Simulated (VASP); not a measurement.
# MoS2 (P6_3/mmc) in VASP: single point with PBEsol

Aim: the single point of MoS2 with PBEsol.

All numbers are computed with VASP 6.6.1; they aren't measurements. Logs are shortened: lines on timing, memory, paths and dates and some standing lists are left out, and cuts for length are marked.

**1. The cell of the first run**

The structure is hexagonal, space group P6_3/mmc (No. 194). The conventional cell has a = 3.141 Å, b = 3.141 Å, c = 12.585 Å, α = 90.00°, β = 90.00°, γ = 120.00°. Within 3.2 Å of Mo (site symmetry -6m2) lie 6 S at 2.39 Å and 6 Mo at 3.14 Å. Within 3.2 Å of S (site symmetry 3m) lie 3 Mo at 2.39 Å and 7 S at 3.12 to 3.14 Å.

**2. Single point, PBEsol**

Contents of INCAR:

```
ALGO = Normal
EDIFF = 1E-7
ENCUT = 520
GGA = PS
ISIF = 2
ISMEAR = 0
LASPH = T
LCHARG = F
LREAL = Auto
LWAVE = F
NBANDS = 209
NELM = 60
PREC = Accurate
SIGMA = 0.01
```

Contents of KPOINTS:

```
k-points
0
Gamma
  2 2 2
```

Contents of POSCAR:

```
MoS2
1.0
    7.8534707830      2.7205220903      0.0000000000
   -1.5706941497     -8.1615662511      0.0000000000
    0.0000000000      0.0000000000    -12.5850874087
Mo S
14 28
Direct
    0.3333333333      0.6666666667      0.7500000000
    0.7619047619      0.8095238095      0.7500000000
    0.4761904762      0.3809523810      0.7500000000
    0.1904761905      0.9523809524      0.7500000000
    0.9047619048      0.5238095238      0.7500000000
    0.6190476190      0.0952380952      0.7500000000
    0.0476190476      0.2380952381      0.7500000000
    0.0952380952      0.4761904762      0.2500000000
    0.5238095238      0.6190476190      0.2500000000
    0.2380952381      0.1904761905      0.2500000000
    0.9523809524      0.7619047619      0.2500000000
    0.6666666667      0.3333333333      0.2500000000
    0.3809523810      0.9047619048      0.2500000000
    0.8095238095      0.0476190476      0.2500000000
    0.3333333333      0.6666666667      0.3738803285
    0.7619047619      0.8095238095      0.3738803285
    0.4761904762      0.3809523810      0.3738803285
    0.1904761905      0.9523809524      0.3738803285
    0.9047619048      0.5238095238      0.3738803285
    0.6190476190      0.0952380952      0.3738803285
    0.0476190476      0.2380952381      0.3738803285
    0.0952380952      0.4761904762      0.6261196715
    0.5238095238      0.6190476190      0.6261196715
    0.2380952381      0.1904761905      0.6261196715
    0.9523809524      0.7619047619      0.6261196715
    0.6666666667      0.3333333333      0.6261196715
    0.3809523810      0.9047619048      0.6261196715
    0.8095238095      0.0476190476      0.6261196715
    0.3333333333      0.6666666667      0.1261196715
    0.7619047619      0.8095238095      0.1261196715
    0.4761904762      0.3809523810      0.1261196715
    0.1904761905      0.9523809524      0.1261196715
    0.9047619048      0.5238095238      0.1261196715
    0.6190476190      0.0952380952      0.1261196715
    0.0476190476      0.2380952381      0.1261196715
    0.0952380952      0.4761904762      0.8738803285
    0.5238095238      0.6190476190      0.8738803285
    0.2380952381      0.1904761905      0.8738803285
    0.9523809524      0.7619047619      0.8738803285
    0.6666666667      0.3333333333      0.8738803285
    0.3809523810      0.9047619048      0.8738803285
    0.8095238095      0.0476190476      0.8738803285
```

Potentials or basis: VASP PAW PBE potentials, release 64 (Mo_sv, S).

On the command line:

```console
$ cat potpaw_PBE.64/Mo_sv/POTCAR potpaw_PBE.64/S/POTCAR > POTCAR
$ mpirun -np 1 vasp_std > vasp.out
```

OUTCAR:

```text
EDIFF = 1E-7
   ENCUT = 520
   GGA = PS
   ISIF = 2
   ISMEAR = 0
   LASPH = T
   LREAL = Auto
   NELM = 60
   PREC = Accurate

 ion  position               nearest neighbor table
   1  0.333  0.667  0.750-  27 2.39  41 2.39  36 2.39  22 2.39  37 2.39  23 2.39   5 3.14   4 3.14
                             6 3.14   3 3.14   7 3.14   2 3.14
   2  0.762  0.810  0.750-  25 2.39  39 2.39  28 2.39  42 2.39  23 2.39  37 2.39   3 3.14   5 3.14
                             6 3.14   4 3.14   7 3.14   1 3.14
   3  0.476  0.381  0.750-  23 2.39  37 2.39  24 2.39  38 2.39  26 2.39  40 2.39   2 3.14   1 3.14
                             7 3.14   4 3.14   6 3.14   5 3.14
   4  0.190  0.952  0.750-  27 2.39  41 2.39  38 2.39  24 2.39  39 2.39  25 2.39   1 3.14   6 3.14
                             7 3.14   2 3.14   3 3.14   5 3.14
   5  0.905  0.524  0.750-  22 2.39  36 2.39  25 2.39  39 2.39  26 2.39  40 2.39   1 3.14   7 3.14
                             2 3.14   4 3.14   3 3.14   6 3.14
   6  0.619  0.095  0.750-  27 2.39  41 2.39  40 2.39  26 2.39  28 2.39  42 2.39   4 3.14   1 3.14
                             2 3.14   7 3.14   3 3.14   5 3.14
   7  0.048  0.238  0.750-  24 2.39  38 2.39  36 2.39  22 2.39  28 2.39  42 2.39   5 3.14   4 3.14
                             3 3.14   6 3.14   1 3.14   2 3.14
   8  0.095  0.476  0.250-  19 2.39  33 2.39  21 2.39  35 2.39  15 2.39  29 2.39  12 3.14  11 3.14
                            10 3.14  14 3.14   9 3.14  13 3.14
   9  0.524  0.619  0.250-  17 2.39  31 2.39  30 2.39  16 2.39  15 2.39  29 2.39  10 3.14  12 3.14
[... 46 lines left out ...]
 A1 = (   7.8534707830,   2.7205220903,   0.0000000000)
 A2 = (  -1.5706941497,  -8.1615662511,   0.0000000000)
 A3 = (   0.0000000000,   0.0000000000, -12.5850874087)

Analysis of symmetry for initial positions (statically):
=====================================================================
 Subroutine PRICEL returns following result:

  LATTYP: Found a hexagonal cell.
 ALAT       =     3.1413883151
 C/A-ratio  =     4.0062183169

  Lattice vectors:

 A1 = (  -3.1413883151,  -0.0000000028,   0.0000000000)
 A2 = (   1.5706941549,   2.7205220846,   0.0000000000)
 A3 = (   0.0000000000,   0.0000000000, -12.5850874087)

   7 primitive cells build up your supercell.

 Routine SETGRP: Setting up the symmetry group for a
 hexagonal supercell.

 Subroutine GETGRP returns: Found 12 space group operations
 (whereof  6 operations were pure point group operations)
 out of a pool of 24 trial point group operations.

The static configuration has the point symmetry S_6 .
 The point group associated with its full space group is C_6h.

Analysis of symmetry for dynamics (positions and initial velocities):
[... 119 lines left out ...]
   TEBEG  =    0.0;   TEEND  =   0.0 temperature during run
   PSTRESS=    0.0 pullay stress
   NELECT =     364.0000    total number of electrons
   NUPDOWN=      -1.0000    fix difference up-down
   EMIN   =  10.00;   EMAX   =-10.00  energy-range for DOS
   EFERMI =   0.00;   METHOD = LEGACY
   ISMEAR =     0;   SIGMA  =   0.01  broadening in eV -4-tet -1-fermi 0-gaus
   EFERMI_NEDOS =   21; number of points for ismear=-14 and -15
   IALGO  =     38    algorithm
   IMIX   =      4    mixing-type and parameters
     AMIX     =   0.40;   BMIX     =  1.00
     AMIX_MAG =   1.60;   BMIX_MAG =  1.00
  volume/ion in A,a.u.               =      17.93       120.97
  Fermi-wavevector in a.u.,A,eV,Ry     =   1.284890  2.428090 22.462429  1.650942
  Thomas-Fermi vector in A             =   2.417057
   LORBIT       =      0    0 simple, 1 ext, 2 COOP (PROOUT), +10 PAW based schemes
   GGA     = PS    functional components
   LHFCALC =     F    Hartree Fock is set to
   AEXX    =    0.0000 exact exchange contribution
   IVDW    =     0    specifies the selected vdW correction
   LEPSILON=     F    determine dielectric tensor
   LRPA    =     F    only Hartree local field effects (RPA)
 non-spin polarized calculation
 Gauss-broadening in eV      SIGMA  =   0.01
  energy-cutoff  :      520.00
  volume of cell :      752.88
 maximum number of plane-waves:     20302
 NGX is ok and might be reduce to    64
   NGX = 31   NGY = 31   NGZ = 47

 number of electron     364.0000006 magnetization

 Free energy of the ion-electron system (eV)
  ---------------------------------------------------
  ext. energy  EPLUGINS =         0.00000000
  ---------------------------------------------------
  free energy    TOTEN  =      -328.32241767 eV

  energy without entropy =     -328.32241767  energy(sigma->0) =     -328.32241767

 E-fermi :   7.2980     XC(G=0): -10.9210

 val. band max:        7.2522979348   @ k =   0.0000   0.0000   0.0000
 cond. band min:       8.4944399103   @ k =   0.0000   0.0000   0.0000
 fundamental gap:      1.2421419755
 Fermi energy:         7.2980121114

 k-point     1 :       0.0000    0.0000    0.0000
  band No.  band energies     occupation
      1     -54.0324      2.00000
      2     -54.0324      2.00000
      3     -53.9927      2.00000
      4     -53.9927      2.00000
      5     -53.9927      2.00000
      6     -53.9927      2.00000
[... 777 lines left out ...]
    193       8.9324      0.00000
    194       8.9324      0.00000
 [bands above 194 left out]

------------------------ aborting loop because EDIFF is reached ----------------------------------------

  FORCE on cell =-STRESS in cart. coord.  units (eV):
  Direction    XX          YY          ZZ          XY          YZ          ZX
  --------------------------------------------------------------------------------------
  -------------------------------------------------------------------------------------
  Total        0.0516215      0.0516215     -0.1481675      0.0000000     -0.0000000      0.0000000
  in kB        0.1098534      0.1098534     -0.3153082      0.0000001     -0.0000000      0.0000000
  external PRESSURE =      -0.0318672 kB  Pullay stress =       0.0000000 kB

 VOLUME and BASIS-vectors are now :
 -----------------------------------------------------------------------------
  energy-cutoff  :      520.00
  volume of cell :      752.88
      direct lattice vectors                 reciprocal lattice vectors
     7.853470783  2.720522090  0.000000000     0.136427396 -0.026255465  0.000000000
    -1.570694150 -8.161566251  0.000000000     0.045475799 -0.131277323  0.000000000
     0.000000000  0.000000000-12.585087409     0.000000000  0.000000000 -0.079459122

 POSITION                                       TOTAL-FORCE (eV/Angst)
 -----------------------------------------------------------------------------------
      1.57069     -4.53420     -9.43882         0.000000      0.000000      0.000000
      4.71208     -4.53420     -9.43882         0.000000      0.000000      0.000000
      3.14139     -1.81368     -9.43882         0.000000     -0.000000      0.000000
      0.00000     -7.25473     -9.43882         0.000000      0.000000      0.000000
      6.28278     -1.81368     -9.43882         0.000000      0.000000      0.000000
      4.71208      0.90684     -9.43882         0.000000      0.000000      0.000000
[... 34 lines left out ...]
      1.57069     -6.34788    -10.99786         0.000000     -0.000000     -0.006162
      6.28278      1.81368    -10.99786        -0.000000      0.000000     -0.006162
 -----------------------------------------------------------------------------------
    total drift:                                0.000000     -0.000000     -0.000000

  FREE ENERGIE OF THE ION-ELECTRON SYSTEM (eV)
  ---------------------------------------------------
  free  energy   TOTEN  =      -328.3224176661 eV

  energy  without entropy=     -328.3224176661  energy(sigma->0) =     -328.32241767
```

OSZICAR:

```text
N       E                     dE             d eps       ncg     rms          rms(c)
DAV:   1     0.352671096874E+04    0.35267E+04   -0.20324E+05  1856   0.166E+03
DAV:   2    -0.675660415656E+02   -0.35943E+04   -0.35065E+04  1973   0.424E+02
DAV:   3    -0.338854353520E+03   -0.27129E+03   -0.26785E+03  2048   0.991E+01
DAV:   4    -0.348194660405E+03   -0.93403E+01   -0.92791E+01  1984   0.179E+01
DAV:   5    -0.348580852732E+03   -0.38619E+00   -0.38535E+00  2264   0.331E+00    0.973E+01
DAV:   6    -0.332859100373E+03    0.15722E+02   -0.14862E+02  1920   0.254E+01    0.351E+01
DAV:   7    -0.330203546311E+03    0.26556E+01   -0.57841E+01  1899   0.152E+01    0.214E+01
DAV:   8    -0.328304031781E+03    0.18995E+01   -0.87677E+00  2016   0.657E+00    0.745E+00
DAV:   9    -0.328372121465E+03   -0.68090E-01   -0.15620E+00  2214   0.206E+00    0.332E+00
DAV:  10    -0.328322822242E+03    0.49299E-01   -0.41785E-01  2024   0.137E+00    0.847E-01
DAV:  11    -0.328322752405E+03    0.69837E-04   -0.25615E-02  2048   0.344E-01    0.514E-01
DAV:  12    -0.328322563560E+03    0.18885E-03   -0.34890E-03  1952   0.110E-01    0.171E-01
DAV:  13    -0.328322379420E+03    0.18414E-03   -0.10350E-03  2192   0.718E-02    0.121E-01
DAV:  14    -0.328322414216E+03   -0.34796E-04   -0.11381E-04  1968   0.195E-02    0.327E-02
DAV:  15    -0.328322417739E+03   -0.35224E-05   -0.21220E-05  2272   0.869E-03    0.113E-02
DAV:  16    -0.328322417753E+03   -0.14312E-07   -0.21324E-06  2072   0.320E-03    0.374E-03
DAV:  17    -0.328322417666E+03    0.87028E-07   -0.23724E-07  1432   0.105E-03
   1 F= -.32832242E+03 E0= -.32832242E+03  d E =-.592257E-12
```

Run time: 14 min. Hardware: 1 thread of Intel Xeon 6975P-C (Granite Rapids), shared host; peak memory 0.98 GiB.

Results:

| Quantity | Value |
| --- | --- |
| Free energy | -328.3224 eV |
| Pressure | 0.0 GPa |
| Largest force | 0.006 eV/Å |
| Band gap on the k mesh | 1.24 eV |

Forces in eV/Å, atoms in the order of the input:
```
Mo   0.000  0.000  0.000
Mo   0.000  0.000  0.000
Mo   0.000  0.000  0.000
Mo   0.000  0.000  0.000
Mo   0.000  0.000  0.000
Mo   0.000  0.000  0.000
Mo   0.000  0.000  0.000
Mo   0.000  0.000  0.000
Mo   0.000  0.000  0.000
Mo   0.000  0.000  0.000
Mo   0.000  0.000  0.000
Mo   0.000  0.000  0.000
Mo   0.000  0.000  0.000
Mo   0.000  0.000  0.000
S    0.000  0.000 -0.006
S    0.000  0.000 -0.006
S    0.000  0.000 -0.006
S    0.000  0.000 -0.006
S    0.000  0.000 -0.006
S    0.000  0.000 -0.006
S    0.000  0.000 -0.006
S    0.000  0.000  0.006
S    0.000  0.000  0.006
S    0.000  0.000  0.006
S    0.000  0.000  0.006
S    0.000  0.000  0.006
S    0.000  0.000  0.006
S    0.000  0.000  0.006
S    0.000  0.000  0.006
S    0.000  0.000  0.006
S    0.000  0.000  0.006
S    0.000  0.000  0.006
S    0.000  0.000  0.006
S    0.000  0.000  0.006
S    0.000  0.000  0.006
S    0.000  0.000 -0.006
S    0.000  0.000 -0.006
S    0.000  0.000 -0.006
S    0.000  0.000 -0.006
S    0.000  0.000 -0.006
S    0.000  0.000 -0.006
S    0.000  0.000 -0.006
```

Levels at points of the mesh, in eV from the valence-band top:
```tsv
k point	band 180	band 181	band 182	band 183	band 184	band 185
(0.00, 0.00, 0.00)	-1.28	-1.12	0.00	1.24	1.24	1.24
(0.50, 0.00, 0.00)	-0.86	-0.78	-0.78	1.27	1.27	1.44
(0.00, 0.00, 0.50)	-1.29	-0.29	-0.29	1.55	1.55	1.55
(0.50, 0.00, 0.50)	-0.85	-0.85	-0.85	1.55	1.55	1.55
```

Caveat: the k points lie up to 0.44 Å⁻¹ apart; the PAW data sets were made with another functional, which shifts forces and pressure a little; this functional lacks dispersion, which binds the layers, so the pressure and a relaxed spacing across them are unreliable. A k mesh can miss the band edges.
